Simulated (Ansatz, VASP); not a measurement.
**Two plane-wave programs on HfO2**

INCAR

```
PREC = Accurate ; ENCUT = 520
EDIFF = 1E-6 ; ISMEAR = 0
SIGMA = 0.05 ; LREAL = F
LASPH = T ; NELM = 60
ALGO = Normal ; ISIF = 2
LWAVE = F ; LCHARG = T
GGA = PS ; LELF = T
LVHAR = T ; NBANDS = 31
```

Contents of KPOINTS:

```
Automatic mesh
0
Gamma
  6 6 8
```

File POSCAR:

```
HfO2
1.0
    4.9114575923      0.0000000000      0.0000000000
    0.0000000000      4.9114575923      0.0000000000
    0.0000000000      0.0000000000      3.2637929515
Hf O
2 4
Direct
    0.0000000000      0.0000000000      0.0000000000
    0.5000000000      0.5000000000      0.5000000000
    0.1949828631      0.8050171369      0.4866051246
    0.3050171369      0.3050171369      0.0000000000
    0.6949828631      0.6949828631      0.0000000000
    0.8050171369      0.1949828631      0.5133948754
```

Input for Ansatz:

```yaml
crystal:
  lattice:
    - [4.9114575923, 0.0, 0.0]
    - [0.0, 4.9114575923, 0.0]
    - [0.0, 0.0, 3.2637929515]
  atoms:
    - { symbol: Hf, position: [0.0, 0.0, 0.0] }
    - { symbol: Hf, position: [0.5, 0.5, 0.5] }
    - { symbol: O, position: [0.1949828631, 0.8050171369, 0.4866051246] }
    - { symbol: O, position: [0.3050171369, 0.3050171369, 0.0] }
    - { symbol: O, position: [0.6949828631, 0.6949828631, 0.0] }
    - { symbol: O, position: [0.8050171369, 0.1949828631, 0.5133948754] }
basis:
  ecutwfc: 520.0
kpoints:
  mp_grid: { grid: [6, 6, 8] }
hamiltonian:
  xc: pbesol
  pseudopotentials: { kind: paw, azcp: { folder: soft_1 } }
scf:
  occupations: { method: gaussian, width: 0.05 }
output:
  forces: true
  stress: true
  eigenvalues: true
```

Change from the starting cell: mode 16 frozen in at -0.043 Å, equal normal strain along x, y and z +0.0167.

Alike in both runs: task single point; functional PBEsol; k mesh 6 × 6 × 8; occupations gaussian, width 0.05 eV; no spin polarisation.

|  | VASP | Ansatz |
| --- | --- | --- |
| version | VASP 6.6.1 | Ansatz 0.2.0 |
| potentials or method | VASP PAW PBE potentials, release 64 (Hf_pv, O), cutoff 520 eV | scalar-relativistic, plane waves, PAW |
| valence electrons in the cell | 44 | 76 |

|  | VASP | Ansatz | Ansatz less VASP |
| --- | --- | --- | --- |
| gap on the k mesh at the Fermi level (eV) | 3.66 | 3.71 | +0.057 |
| least direct gap on the mesh (eV) | 3.66 | 3.71 | +0.057 |
| pressure (GPa) | -12.6 | -10.1 | +2.56 |
| traceless stress, the component that is largest in VASP (GPa) | -2.29 | -1.86 | +0.430 |
| rms of the force components (eV/Å) | 0.181 | 0.175 | -0.0061 |

VASP's potentials were made for PBE, not for PBEsol, and Ansatz warns of the same on its side. Atom by atom the forces differ by 0.021 eV/Å (rms over components). VASP's potentials hold 44 valence electrons a cell and Ansatz's 76, so a difference there can come from the potentials and not from the codes.

Neither program's run includes spin-orbit coupling.
